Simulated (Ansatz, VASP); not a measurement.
# Two plane-wave programs on PbSe

File INCAR:

```
SYSTEM = PbSe
PREC     = Accurate       ! precision mode
ENCUT    = 520            ! plane-wave cutoff, eV
EDIFF    = 1E-6           ! SCF threshold, eV
ISMEAR   = 0              ! smearing method
SIGMA    = 0.03           ! smearing width, eV
LREAL    = .False.        ! projectors in reciprocal space
LASPH    = .True.         ! aspherical terms in the spheres
NELM     = 80             ! most SCF steps
ALGO     = Normal         ! electronic algorithm
ISIF     = 2              ! what is computed and relaxed
LWAVE    = .False.        ! write WAVECAR
LCHARG   = .False.        ! write CHGCAR
GGA      = PE             ! functional
IVDW     = 12             ! dispersion correction
NBANDS   = 17             ! bands
```

Contents of KPOINTS:

```
Automatic mesh
0
Gamma
  10 10 10
  0 0 0
```

File POSCAR:

```
PbSe
1.0
    0.0000000000      3.1727928128      3.0725325600
    3.1727928128      0.0000000000      3.0725325600
    3.1727928128      3.1727928128      0.0000000000
Pb Se
1 1
Direct
    0.0000000000      0.0000000000      0.0000000000
    0.5000000000      0.5000000000      0.5000000000
```

Input for Ansatz:

```yaml
crystal:
  lattice:
    - [0.0, 3.1727928128, 3.07253256]
    - [3.1727928128, 0.0, 3.07253256]
    - [3.1727928128, 3.1727928128, 0.0]
  atoms:
    - { symbol: Pb, position: [0.0, 0.0, 0.0] }
    - { symbol: Se, position: [0.5, 0.5, 0.5] }
basis:
  ecutwfc: 420
kpoints:
  mp_grid: { grid: [10, 10, 10] }
hamiltonian:
  xc: pbe
  dispersion: d3bj
scf:
  occupations: { method: gaussian, width: 0.03 }
output:
  forces: true
  stress: true
  eigenvalues: true
```

Alike in both runs: task single point; functional PBE; dispersion D3(BJ); k mesh 10 × 10 × 10; occupations gaussian, width 0.03 eV; no spin polarisation.

|  | VASP | Ansatz |
| --- | --- | --- |
| version | VASP 6.6.1 | Ansatz 0.2.0 |
| potentials or method | VASP PAW PBE potentials, release 64 (Pb_d, Se), cutoff 520 eV | scalar-relativistic, plane waves, PAW |
| valence electrons in the cell | 20 | 30 |

|  | VASP | Ansatz | Ansatz less VASP |
| --- | --- | --- | --- |
| gap on the k mesh at the Fermi level (eV) | 0.49 | 0.49 | -0.004 |
| least direct gap on the mesh (eV) | 0.49 | 0.49 | -0.004 |
| pressure (GPa) | -2.7 | -2.6 | +0.02 |
| traceless stress, the component that is largest in VASP (GPa) | 2.04 | 2.04 | -0.006 |

VASP's potentials hold 20 valence electrons a cell and Ansatz's 30, so a difference there can come from the potentials and not from the codes. Ansatz's warnings: dispersion switch in reach.

Neither program's run includes spin-orbit coupling.
